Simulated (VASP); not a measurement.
# Zn4Si3GeP8 (P1) in VASP: further runs

The runs below take Zn4Si3GeP8 through single point, with PBEsol.

All numbers are computed with VASP 6.6.1; they aren't measurements. Logs are shortened: lines on timing, memory, paths and dates and some standing lists are left out, and cuts for length are marked.

## 1. The cell of the first run

The typed cell holds 64 atoms: a = 10.741 Å, b = 10.741 Å, c = 10.511 Å, α = 90.00°, β = 90.00°, γ = 90.00°.

## 2. Single point, PBEsol

Input file INCAR:

```
SYSTEM = Zn4Si3GeP8
  PREC = Accurate
  ENCUT = 550
  EDIFF = 1E-6
  ISMEAR = -1
  SIGMA = 0.05
  LREAL = Auto
  LASPH = .True.
  NELM = 120
  ALGO = Normal
  ISIF = 2
  LWAVE = .False.
  LCHARG = .False.
  GGA = PS
  NBANDS = 266
  ISYM = -1
  GGA_COMPAT = .False.
```

Input file KPOINTS:

```
explicit points
1
Reciprocal
  0.25000000   0.25000000   0.25000000 1
```

Input file POSCAR:

```
Zn4Si3GeP8
1.0
   10.7405380000     -0.0000610000     -0.0000180000
   -0.0000610000     10.7405380000     -0.0000180000
   -0.0000180000     -0.0000180000     10.5110180000
Zn Ge Si P
16 4 12 32
Direct
    0.9975610000      0.0010900000      0.0004940000
    0.9978210000      0.5000770000      0.9980120000
    0.4963520000      0.0020990000      0.9980600000
    0.5020580000      0.4995520000      0.9981540000
    0.0020570000      0.2504610000      0.2488390000
    0.0038300000      0.7513950000      0.2518310000
    0.4974150000      0.2507570000      0.2487540000
    0.5001610000      0.7484860000      0.2513450000
    0.2483400000      0.9999380000      0.7542910000
    0.2510380000      0.4993900000      0.7473260000
    0.7509160000      0.0009470000      0.7499270000
    0.7493840000      0.5008420000      0.7477750000
    0.2501330000      0.2517210000      0.4971940000
    0.2500960000      0.7514960000      0.4991180000
    0.7497050000      0.2509620000      0.5029560000
    0.7512650000      0.7482280000      0.4991760000
    0.0057960000      0.9972780000      0.5005780000
    0.5025450000      0.4965510000      0.5013530000
    0.7497040000      0.4969920000      0.2493000000
    0.4991000000      0.2491160000      0.7456240000
    0.0017240000      0.4994390000      0.5008550000
    0.4988650000      0.0013300000      0.4966150000
    0.2496840000      0.9966800000      0.2501780000
    0.2488960000      0.4996880000      0.2517550000
    0.7480450000      0.0020160000      0.2551720000
    0.2499910000      0.2475140000      0.9991580000
    0.2525600000      0.7526750000      0.0001570000
    0.7476330000      0.2503070000      0.9975130000
    0.7496030000      0.7481860000      0.9957860000
    0.0000170000      0.2521430000      0.7486560000
    0.0000390000      0.7516470000      0.7521960000
    0.4988940000      0.7462770000      0.7450540000
    0.1307170000      0.1247820000      0.1243190000
    0.1344450000      0.6256960000      0.1265570000
    0.6289210000      0.1237280000      0.1200990000
    0.6311710000      0.6259010000      0.1266650000
    0.1232560000      0.1229540000      0.6285330000
    0.1247810000      0.6280140000      0.6234870000
    0.6231190000      0.1234140000      0.6249320000
    0.6215090000      0.6207830000      0.6232340000
    0.3706870000      0.3762650000      0.1278410000
    0.3641030000      0.8764310000      0.1239610000
    0.8697810000      0.3763260000      0.1257060000
    0.8670070000      0.8748320000      0.1232460000
    0.3744030000      0.1206650000      0.3733530000
    0.3750960000      0.6183860000      0.3733400000
    0.8756110000      0.1195310000      0.3813840000
    0.8725330000      0.6191860000      0.3757830000
    0.1254420000      0.3828180000      0.3753930000
    0.1260960000      0.8839170000      0.3714790000
    0.6248970000      0.3776160000      0.3740480000
    0.6252680000      0.8808720000      0.3753810000
    0.1255660000      0.3672780000      0.8763810000
    0.1243880000      0.8734550000      0.8768380000
    0.6264890000      0.3664160000      0.8759050000
    0.6272630000      0.8722130000      0.8742750000
    0.3824720000      0.3760790000      0.6233420000
    0.3803020000      0.8747100000      0.6249950000
    0.8786320000      0.3793670000      0.6248230000
    0.8799950000      0.8741360000      0.6257510000
    0.3771790000      0.1279670000      0.8770830000
    0.3752240000      0.6309700000      0.8731460000
    0.8729000000      0.1355230000      0.8751750000
    0.8770070000      0.6305530000      0.8743080000
```

Potentials or basis: VASP PAW PBE potentials, release 64 (Zn, Ge_d, Si, P).

The run is started by

```bash
$ cat potpaw_PBE.64/Zn/POTCAR potpaw_PBE.64/Ge_d/POTCAR potpaw_PBE.64/Si/POTCAR potpaw_PBE.64/P/POTCAR > POTCAR
$ mpirun -np 1 vasp_std > vasp.out
```

OUTCAR:

```text
SYSTEM = Zn4Si3GeP8
   PREC = Accurate
   ENCUT = 550
   EDIFF = 1E-6
   ISMEAR = -1
   LREAL = Auto
   LASPH = .True.
   NELM = 120
   ISIF = 2
   GGA = PS
   ISYM = -1

 ion  position               nearest neighbor table
   1  0.998  0.001  0.000-  54 2.33  44 2.34  33 2.35  63 2.37
   2  0.998  0.500  0.998-  64 2.31  43 2.34  53 2.36  34 2.41
   3  0.496  0.002  0.998-  61 2.25  35 2.32  42 2.36  56 2.37
   4  0.502  0.500  0.998-  55 2.34  62 2.36  36 2.36  41 2.37
   5  0.002  0.250  0.249-  33 2.33  43 2.35  49 2.36  47 2.40
   6  0.004  0.751  0.252-  50 2.31  34 2.35  48 2.39  44 2.40
[... 56 lines left out ...]
  63  0.873  0.136  0.875-  28 2.23  30 2.28  11 2.35   1 2.37
  64  0.877  0.631  0.874-  31 2.26  29 2.26   2 2.31  12 2.36

IMPORTANT INFORMATION: All symmetrisations will be switched off!
NOSYMM: (Re-)initialisation of all symmetry stuff for point group C_1.

----------------------------------------------------------------------------------------

                                     Primitive cell

  volume of cell :    1212.5422

  direct lattice vectors                    reciprocal lattice vectors
    10.740538000 -0.000061000 -0.000018000     0.093105206  0.000000529  0.000000159
    -0.000061000 10.740538000 -0.000018000     0.000000529  0.093105206  0.000000159
    -0.000018000 -0.000018000 10.511018000     0.000000159  0.000000159  0.095138263

  length of vectors
    10.740538000 10.740538000 10.511018000     0.093105206  0.093105206  0.095138263

  position of ions in fractional coordinates (direct lattice)
     0.997561000  0.001090000  0.000494000
     0.997821000  0.500077000  0.998012000
     0.496352000  0.002099000  0.998060000
     0.502058000  0.499552000  0.998154000
     0.002057000  0.250461000  0.248839000
     0.003830000  0.751395000  0.251831000
[... 56 lines left out ...]
     0.872900000  0.135523000  0.875175000
     0.877007000  0.630553000  0.874308000

  ion indices of the primitive-cell ions
   primitive index   ion index
                 1           1
                 2           2
                 3           3
                 4           4
                 5           5
                 6           6
[... 56 lines left out ...]
                63          63
                64          64

----------------------------------------------------------------------------------------

 KPOINTS: explicit points

Read explicit list of k-points.

 Found      1 k-points:

 Following reciprocal coordinates:
            Coordinates               Weight
  0.250000  0.250000  0.250000      1.000000
   k-points           NKPTS =      1   k-points in BZ     NKDIM =      1   number of bands    NBANDS=    266
   number of dos      NEDOS =    301   number of ions     NIONS =     64
   total plane-waves  NPLWV = 564480
   dimension x,y,z NGX =    84 NGY =   84 NGZ =   80
   dimension x,y,z NGXF=   168 NGYF=  168 NGZF=  160
   ions per type =              16   4  12  32
   NGX,Y,Z   is equivalent  to a cutoff of  13.00, 13.00, 12.65 a.u.
   NGXF,Y,Z  is equivalent  to a cutoff of  26.00, 26.00, 25.31 a.u.
 SYSTEM =  Zn4Si3GeP8
   PREC   = accura    normal or accurate (medium, high low for compatibility)
   ISTART =      0    job   : 0-new  1-cont  2-samecut
   ICHARG =      2    charge: 1-file 2-atom 10-const
   ISPIN  =      1    spin polarized calculation?
   LNONCOLLINEAR =      F non collinear calculations
   LSORBIT =      F    spin-orbit coupling
   LASPH  =      T    aspherical Exc in radial PAW
   ENCUT  =  550.0 eV  40.42 Ry    6.36 a.u.  20.54 20.54 20.10*2*pi/ulx,y,z
   NELM   =    120;   NELMIN=  2; NELMDL= -5     # of ELM steps
   EDIFF  = 0.1E-05   stopping-criterion for ELM
   LREAL  =      T    real-space projection
   EDIFFG = 0.1E-04   stopping-criterion for IOM
   NSW    =      0    number of steps for IOM
   IBRION =     -1    ionic relax: 0-MD 1-quasi-New 2-CG
   NFREE  =      0    steps in history (QN), initial steepest desc. (CG)
   ISIF   =      2    stress and relaxation
[... 2 lines left out ...]
   TEBEG  =    0.0;   TEEND  =   0.0 temperature during run
   PSTRESS=    0.0 pullay stress
   NELECT =     456.0000    total number of electrons
   NUPDOWN=      -1.0000    fix difference up-down
   EMIN   =  10.00;   EMAX   =-10.00  energy-range for DOS
   EFERMI =   0.00;   METHOD = LEGACY
   ISMEAR =    -1;   SIGMA  =   0.05  broadening in eV -4-tet -1-fermi 0-gaus
   EFERMI_NEDOS =   21; number of points for ismear=-14 and -15
   IALGO  =     38    algorithm
   IMIX   =      4    mixing-type and parameters
     AMIX     =   0.40;   BMIX     =  1.00
     AMIX_MAG =   1.60;   BMIX_MAG =  1.00
  volume/ion in A,a.u.               =      18.95       127.85
  Fermi-wavevector in a.u.,A,eV,Ry     =   1.181673  2.233039 18.998526  1.396352
  Thomas-Fermi vector in A             =   2.317942
   LORBIT       =      0    0 simple, 1 ext, 2 COOP (PROOUT), +10 PAW based schemes
   GGA     = PS    functional components
   LHFCALC =     F    Hartree Fock is set to
   AEXX    =    0.0000 exact exchange contribution
   IVDW    =     0    specifies the selected vdW correction
   LEPSILON=     F    determine dielectric tensor
   LRPA    =     F    only Hartree local field effects (RPA)
 non-spin polarized calculation
  energy-cutoff  :      550.00
  volume of cell :     1212.54
 maximum number of plane-waves:     35518
 NGX is ok and might be reduce to    84
   NGX = 41   NGY = 41   NGZ = 41

 number of electron     455.9999987 magnetization

 Free energy of the ion-electron system (eV)
  ---------------------------------------------------
  ext. energy  EPLUGINS =         0.00000000
  ---------------------------------------------------
  free energy    TOTEN  =      -315.95041629 eV

  energy without entropy =     -315.95041613  energy(sigma->0) =     -315.95041621

 E-fermi :   5.2439     XC(G=0): -10.0442

 val. band max:        4.3889381124   @ k =   0.2500   0.2500   0.2500
 cond. band min:       6.1176352319   @ k =   0.2500   0.2500   0.2500
 fundamental gap:      1.7286971196
 Fermi energy:         5.2439420576

 k-point     1 :       0.2500    0.2500    0.2500
  band No.  band energies     occupation
      1     -20.1170      2.00000
      2     -20.1126      2.00000
      3     -20.1086      2.00000
      4     -20.1086      2.00000
      5     -20.1051      2.00000
      6     -20.1037      2.00000
[... 232 lines left out ...]
    239       6.9366      0.00000
    240       6.9838      0.00000
 [bands above 240 left out]

------------------------ aborting loop because EDIFF is reached ----------------------------------------

  FORCE on cell =-STRESS in cart. coord.  units (eV):
  Direction    XX          YY          ZZ          XY          YZ          ZX
  --------------------------------------------------------------------------------------
  -------------------------------------------------------------------------------------
  Total        1.8445429      2.3725194      2.0841636     -7.4510937     -7.6454568     -8.2520136
  in kB        2.4372636      3.1348986      2.7538833     -9.8454088    -10.1022281    -10.9036943
  external PRESSURE =       2.7753485 kB  Pullay stress =       0.0000000 kB

 VOLUME and BASIS-vectors are now :
 -----------------------------------------------------------------------------
  energy-cutoff  :      550.00
  volume of cell :     1212.54
      direct lattice vectors                 reciprocal lattice vectors
    10.740538000 -0.000061000 -0.000018000     0.093105206  0.000000529  0.000000159
    -0.000061000 10.740538000 -0.000018000     0.000000529  0.093105206  0.000000159
    -0.000018000 -0.000018000 10.511018000     0.000000159  0.000000159  0.095138263

 POSITION                                       TOTAL-FORCE (eV/Angst)
 -----------------------------------------------------------------------------------
     10.71434      0.01165      0.00517        -0.148714      0.128293      0.059226
     10.71709      5.37102     10.49010         0.335354      0.049293      0.297847
      5.33107      0.02250     10.49062         0.346144     -0.523948      0.273725
      5.39232      5.36541     10.49160        -0.045003      0.082893      0.186169
      0.02207      2.69008      2.61555        -0.198443     -0.117952      0.197908
      0.04109      8.07038      2.64699        -0.430760     -0.152713     -0.217294
[... 56 lines left out ...]
      9.37539      1.45552      9.19896         0.370393     -0.185488     -0.258113
      9.41947      6.77241      9.18984        -0.232137      0.109599     -0.127812
 -----------------------------------------------------------------------------------
    total drift:                               -0.001994      0.004240      0.002783

  FREE ENERGIE OF THE ION-ELECTRON SYSTEM (eV)
  ---------------------------------------------------
  free  energy   TOTEN  =      -315.9504162882 eV

  energy  without entropy=     -315.9504161257  energy(sigma->0) =     -315.95041621
```

Wall time 7.1 min (1 thread of Intel Xeon 6975P-C (Granite Rapids), shared host); peak memory 1.2 GiB.

What came out:

| Property | Result |
| --- | --- |
| Free energy | -315.9504 eV |
| Pressure | 0.3 GPa |
| Largest force | 1.253 eV/Å |
| Band gap on the k mesh | 1.73 eV |

Forces in eV/Å, atoms in the order of the input:
```
Zn  -0.149  0.128  0.059
Zn   0.335  0.049  0.298
Zn   0.346 -0.524  0.274
Zn  -0.045  0.083  0.186
Zn  -0.198 -0.118  0.198
Zn  -0.431 -0.153 -0.217
Zn   0.336 -0.190 -0.072
Zn  -0.086  0.252 -0.174
Zn   0.390 -0.079 -0.072
Zn  -0.097 -0.043  0.246
Zn   0.205 -0.029  0.122
Zn   0.038 -0.073  0.492
Zn  -0.045 -0.119  0.287
Zn   0.175  0.107 -0.256
Zn   0.051  0.048 -0.104
Zn  -0.125  0.153  0.155
Ge  -0.524  0.397  0.397
Ge  -0.090  0.470 -0.705
Ge  -0.025  0.463  0.192
Ge   0.331 -0.168  0.523
Si  -0.103  0.640  0.002
Si   0.243 -0.052  0.463
Si   0.044  1.021 -0.240
Si   0.402  0.175 -0.223
Si   0.407  0.093 -0.708
Si   0.382  0.284  0.351
Si  -0.441 -0.350 -0.287
Si   0.432  0.082  0.658
Si   0.040  0.315  0.475
Si  -0.046 -0.062  0.023
Si   0.394  0.020 -0.291
Si   0.538  0.529  0.411
P    0.228 -0.172  0.137
P   -0.140 -0.021 -0.343
P    0.322  0.072  0.648
P   -0.236  0.304 -0.793
P   -0.104  0.846  0.107
P   -0.956 -0.229  0.225
P   -0.404 -0.439 -0.629
P    0.046  0.914  0.494
P   -0.652 -0.114 -0.537
P    0.769 -0.185  0.168
P    0.136 -0.933 -0.824
P   -0.235 -0.027  0.365
P   -0.144 -0.475 -0.094
P   -0.323  0.044 -0.013
P   -0.278  0.207 -0.847
P    0.924  0.007  0.244
P   -0.207 -0.116 -0.017
P    0.441 -0.955 -0.077
P    0.003 -0.757 -0.010
P   -0.246  0.059  0.108
P    0.011  0.055 -0.282
P   -0.121 -0.746  0.083
P   -0.081  0.625 -0.142
P   -0.618 -0.816 -0.250
P   -1.109 -0.337  0.111
P    0.215  0.232 -0.164
P    0.678 -0.451  0.006
P    0.029 -0.373  0.270
P   -0.746  0.346 -0.163
P   -0.027  0.165  0.143
P    0.370 -0.185 -0.258
P   -0.232  0.110 -0.128
```

Stress tensor (GPa, compression positive):
```
 0.24 -0.98 -1.09
-0.98  0.31 -1.01
-1.09 -1.01  0.28
```

Levels at points of the mesh, in eV from the valence-band top:
```csv
k point,band 225,band 226,band 227,band 228,band 229,band 230,band 231,band 232
"(0.25, 0.25, 0.25)",-0.32,-0.30,-0.09,0.00,1.73,1.77,1.80,2.04
```

Caveat: the PAW data sets were made with another functional, which shifts forces and pressure a little; a shifted mesh leaves out Γ, where band edges can lie. A k mesh can miss the band edges.

[end of part 1 of 2]
